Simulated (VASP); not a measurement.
The system is Bi.

```
Bi
1.0
     3.53451   -3.17380    0.00000
     3.53451    3.17380    0.00000
    -1.27682    0.00000    3.15452
Bi
2
Direct
  0.75306 0.75306 0.85738
  0.24694 0.24694 0.14262
```

Base run:

- Program: VASP 6.6.1
- Functional: PBE
- Potentials or basis: VASP PAW PBE potentials, release 64 (Bi_d)
- Cutoff: 520 eV
- k mesh: 6 × 6 × 9
- Occupations: fermi-dirac, width 0.05 eV
- Spin: no spin polarisation

Its results: band gap on the k mesh zero (band 15 reaches 9.36 eV, above the bottom of band 16 at 4.72 eV); pressure -1.7 GPa; largest force 0.092 eV/Å.

Task: The run is repeated on the same cell with these changes: functional from PBE to LDA; potentials or basis from VASP PAW PBE potentials, release 64 (Bi_d) to VASP PAW LDA potentials, release 64 (Bi_d). What comes out?

Result: Band gap on the k mesh zero (band 15 reaches 9.07 eV, above the bottom of band 16 at 4.46 eV); pressure -5.1 GPa; largest force 0.135 eV/Å.

Caveats: spin-orbit coupling is left out, which moves the levels of the heavy elements.
